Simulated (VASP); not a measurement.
Here is a VASP 6.6.1 calculation.

The input INCAR:

```
PREC = Accurate ; ENCUT = 520
EDIFF = 1E-6 ; ISMEAR = 0
SIGMA = 0.1 ; LREAL = False
LASPH = True ; NELM = 80
ALGO = Normal ; ISIF = 2
LWAVE = False ; LCHARG = False
LDIPOL = True ; IDIPOL = 3
DIPOL = 0.5 0.5 0.329 ; GGA = PE
NBANDS = 35
```

Contents of KPOINTS:

```
regular mesh
0
Gamma
  6 6 1
```

POSCAR

```
Al12Pt
1.0
    5.7135165837      0.0000000000      0.0000000000
   -2.8567582918      4.9480505064      0.0000000000
    0.0000000000      0.0000000000     20.1013782055
Al Pt
12 1
Direct
    0.3333333333      0.1666666667      0.1989913308
    0.3333333333      0.6666666666      0.1989913308
    0.8333333333      0.1666666667      0.1989913308
    0.8333333333      0.6666666667      0.1989913308
    0.1666666667      0.3333333334      0.3134471548
    0.1666666667      0.8333333334      0.3134471548
    0.6666666667      0.3333333334      0.3134471548
    0.6666666667      0.8333333333      0.3134471548
    0.0000000000      0.0000000000      0.4278999240
    0.0000000000      0.5000000000      0.4278999240
    0.5000000000      0.0000000000      0.4278999240
    0.5000000000      0.5000000000      0.4278999240
    0.0000000000      0.2500000000      0.5179243420
```

Potentials or basis: VASP PAW PBE potentials, release 64 (Al, Pt).

Run with:

```console
$ cat potpaw_PBE.64/Al/POTCAR potpaw_PBE.64/Pt/POTCAR > POTCAR
$ mpirun -np 1 vasp_std > vasp.out
```

(1) What does it give for the largest force?

(2) What does it give for the band gap on the k mesh?

Answers

(1) 0.994 eV/Å.

(2) zero (bands 23 and 24 overlap by 0.80 eV).

Caveat: spin-orbit coupling is left out, which moves the levels of the heavy elements.
